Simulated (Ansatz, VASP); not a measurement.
# One calculation of BiTe, two programs

INCAR

```
PREC = Accurate
ENCUT = 520
EDIFF = 1E-7
ISMEAR = 0
SIGMA = 0.1
LREAL = F
LASPH = T
NELM = 80
ALGO = Normal
ISIF = 2
LWAVE = F
LCHARG = T
GGA = PE
LELF = T
LVHAR = T
NBANDS = 18
```

File KPOINTS:

```
regular mesh
0
Gamma
  6 6 4
```

Contents of POSCAR:

```
BiTe
1.0
    3.9495951700      0.0000000000      0.0000000000
   -1.9747975800      3.4204497500      0.0000000000
    0.0000000000      0.0000000000      5.0268952600
Bi Te
1 1
Direct
    0.3333333300      0.6666666700      0.5000000000
    0.0000000000      0.0000000000      0.0000000000
```

Input for Ansatz:

```yaml
crystal:
  lattice:
    - [3.94959517, 0.0, 0.0]
    - [-1.97479758, 3.42044975, 0.0]
    - [0.0, 0.0, 5.02689526]
  atoms:
    - { symbol: Bi, position: [0.33333333, 0.66666667, 0.5] }
    - { symbol: Te, position: [0.0, 0.0, 0.0] }
basis:
  ecutwfc: 420
kpoints:
  mp_grid: { grid: [6, 6, 4] }
hamiltonian:
  xc: pbe
scf:
  occupations: { method: gaussian, width: 0.1 }
  lower_state_search: "off"
output:
  forces: true
  stress: true
  eigenvalues: true
```

Alike in both runs: task single point; functional PBE; k mesh 6 × 6 × 4; occupations gaussian, width 0.1 eV; no spin polarisation.

```csv
,VASP,Ansatz
version,VASP 6.6.1,Ansatz 0.2.0
potentials or method,"VASP PAW PBE potentials, release 64 (Bi_d, Te), cutoff 520 eV","scalar-relativistic, plane waves, PAW"
valence electrons in the cell,21,31
```

|  | VASP | Ansatz | Ansatz less VASP |
| --- | --- | --- | --- |
| gap on the k mesh at the Fermi level (eV) | none | none | - |
| pressure (GPa) | -3.1 | -3.0 | +0.05 |
| traceless stress, the component that is largest in VASP (GPa) | -2.76 | -2.76 | +0.002 |

A gap of «none» marks a metal or a gap that the smearing closes. VASP's potentials hold 21 valence electrons a cell and Ansatz's 31, so a difference there can come from the potentials and not from the codes.

Spin-orbit coupling is off throughout.
